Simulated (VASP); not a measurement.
Write the native input for VASP 6.6.1 that does the following.

```
Task                   : single point
Functional             : LDA
Potentials or basis    : VASP PAW LDA potentials, release 64 (Pt, Na_pv)
Cutoff                 : 520 eV
k mesh                 : 7 × 7 × 5
Occupations            : fermi-dirac, width 0.05 eV
Spin                   : no spin polarisation
Dipole correction      : no
Further INCAR settings : ALGO = Normal; EDIFF = 1e-06; NBANDS = 33
```

The structure of Na2Pt (Ni2In type) lies in POSCAR:

```
Na2Pt
1.0
    4.7707218479      0.0000000000      0.0000000000
   -2.3853609240      4.1315663146      0.0000000000
    0.0000000000      0.0000000000      5.8390867364
Pt Na
2 4
Direct
    0.3333333333      0.6666666667      0.2500000000
    0.6666666667      0.3333333333      0.7500000000
    0.0000000000      0.0000000000      0.0000000000
    0.0000000000      0.0000000000      0.5000000000
    0.3333333333      0.6666666667      0.7500000000
    0.6666666667      0.3333333333      0.2500000000
```

One way to write it, as run:

INCAR

```
PREC = Accurate
ENCUT = 520
EDIFF = 1E-6
ISMEAR = -1
SIGMA = 0.05
LREAL = F
LASPH = T
NELM = 100
ALGO = Normal
ISIF = 2
LWAVE = F
LCHARG = F
NBANDS = 33
```

KPOINTS

```
regular mesh
0
Gamma
  7 7 5
```

Potentials or basis: VASP PAW LDA potentials, release 64 (Pt, Na_pv).

The run is started by

```bash
$ cat potpaw_LDA.64/Pt/POTCAR potpaw_LDA.64/Na_pv/POTCAR > POTCAR
$ mpirun -np 1 vasp_std > vasp.out
```

Results of the run:

| Item | Value |
| --- | --- |
| Pressure | 0.1 GPa |
| Band gap on the k mesh | zero (bands 24 and 25 overlap by 0.02 eV) |

Caveat: spin-orbit coupling is left out, which moves the levels of the heavy elements.

It took 33 s on 1 thread of Intel(R) Xeon(R) 6975P-C (Granite Rapids), with other jobs on the host, peak memory 0.23 GiB.
